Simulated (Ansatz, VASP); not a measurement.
## ZrB2: VASP beside Ansatz

```xyz
3
Lattice="3.1717 0.0000 0.0000 -1.5859 2.7468 0.0000 0.0000 0.0000 3.5408" Properties=species:S:1:pos:R:3 pbc="T T T"
Zr    0.0000    0.0000    0.0000
B     0.0000    1.8312    1.7704
B     1.5859    0.9156    1.7704
```

Alike in both runs: functional PBE; k mesh 18 × 18 × 14; occupations gaussian, width 0.1 eV; no spin polarisation.

Ansatz relaxed the structure, and its values are those at the end. VASP's run is a single point on that final structure, the one shown.

|  | VASP | Ansatz |
| --- | --- | --- |
| version | VASP 6.6.1 | Ansatz 0.2.0 |
| potentials or method | VASP PAW PBE potentials, release 64 (Zr_sv, B), cutoff 520 eV | scalar-relativistic, plane waves, PAW |
| valence electrons in the cell | 18 | 18 |

|  | VASP | Ansatz | Ansatz less VASP |
| --- | --- | --- | --- |
| gap on the k mesh at the Fermi level (eV) | none | none | - |
| pressure (GPa) | 0.1 | 0.0 | -0.14 |

A gap of «none» marks a metal or a gap that the smearing closes. The functional is the same, so the differences come from potentials, cutoffs and numerics.
